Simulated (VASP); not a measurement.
Input of a VASP 6.6.1 run:

Contents of INCAR:

```
  ALGO = Normal
  EDIFF = 1E-6
  ENCUT = 500
  GGA = PE
  GGA_COMPAT = False
  ISIF = 2
  ISMEAR = 0
  LASPH = True
  LCHARG = True
  LELF = True
  LMAXMIX = 6
  LREAL = False
  LVHAR = True
  LWAVE = False
  NBANDS = 52
  NELM = 200
  PREC = Accurate
  SIGMA = 0.2
```

Contents of KPOINTS:

```
k-points
0
Gamma
  6 6 1
```

File POSCAR:

```
NdHf
1.0
    3.3114572364      0.0000000000      0.0000000000
    0.0000000000      3.3114572364      0.0000000000
    0.0000000000      0.0000000000     20.4920314249
Nd Hf
4 4
Direct
    0.0000000000      0.5000000000      0.0751460862
    0.0000000000      0.5000000000      0.5751460862
    0.5000000000      1.0000000000      0.4248539138
    0.5000000000      1.0000000000      0.9248539138
    0.0000000000      0.5000000000      0.2998090185
    0.0000000000      0.5000000000      0.7998090185
    0.5000000000      0.0000000000      0.2001909815
    0.5000000000      0.0000000000      0.7001909815
```

Potentials or basis: VASP PAW PBE potentials, release 64 (Nd_3, Hf_pv), 4f in core.

Run with:

```console
$ cat potpaw_PBE.64/Nd_3/POTCAR potpaw_PBE.64/Hf_pv/POTCAR > POTCAR
$ mpirun -np 1 vasp_std > vasp.out
```

Task: Estimate the band gap on the k mesh.

Result: Zero (bands 42 and 43 overlap by 1.20 eV).

Task: Estimate the pressure.

Result: 0.2 GPa.

Task: Predict the largest force.

Result: 0.073 eV/Å.

Stress tensor (GPa, compression positive):
```
 0.37  0.00  0.00
 0.00  0.37  0.00
 0.00  0.00 -0.20
```

Caveat: spin-orbit coupling is left out, which moves the levels of the heavy elements; the 4f electrons are frozen in the core, so they carry no moment and show no levels. Spin polarisation is off, so any magnetic state and its effect on volume and gap are missing.
